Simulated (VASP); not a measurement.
Input of a VASP 6.6.1 run:

Contents of INCAR:

```
PREC     = Accurate       # precision mode
ENCUT    = 500            # plane-wave cutoff, eV
EDIFF    = 1E-7           # SCF threshold, eV
ISMEAR   = 0              # smearing method
SIGMA    = 0.02           # smearing width, eV
LREAL    = False          # projectors in reciprocal space
LASPH    = True           # aspherical terms in the spheres
NELM     = 120            # most SCF steps
ALGO     = Normal         # electronic algorithm
ISIF     = 3              # what is computed and relaxed
LWAVE    = False          # write WAVECAR
LCHARG   = False          # write CHGCAR
GGA      = CA             # functional
IBRION   = 2              # ionic algorithm
NSW      = 100            # ionic steps
EDIFFG   = -0.002         # ionic threshold
GGA_COMPAT= False        
NELMIN   = 4
```

Contents of KPOINTS:

```
regular mesh
0
Gamma
  8 8 8
```

File POSCAR:

```
BP
1.0
    0.0000000000      2.2660723800      2.2660723800
    2.2660723800      0.0000000000      2.2660723800
    2.2660723800      2.2660723800      0.0000000000
B P
1 1
Direct
    0.0000000000      0.0000000000      0.0000000000
    0.7500000000      0.7500000000      0.7500000000
```

Potentials or basis: VASP PAW LDA potentials, release 64 (B, P).

Command:

```console
$ cat potpaw_LDA.64/B/POTCAR potpaw_LDA.64/P/POTCAR > POTCAR
$ mpirun -np 1 vasp_std > vasp.out
```

Q: What does it give for the relaxed volume?

A: 11.31 Å³/atom.

Q: Predict the space group after relaxing (to 0.05 Å).

A: F-43m (No. 216).

Final structure:
```yaml
crystal:
  lattice:
    - [0.00000, 2.24490, 2.24490]
    - [2.24490, 0.00000, 2.24490]
    - [2.24490, 2.24490, 0.00000]
  atoms:
    - { symbol: B, position: [0.00000, 0.00000, 0.00000] }
    - { symbol: P, position: [0.75000, 0.75000, 0.75000] }
```
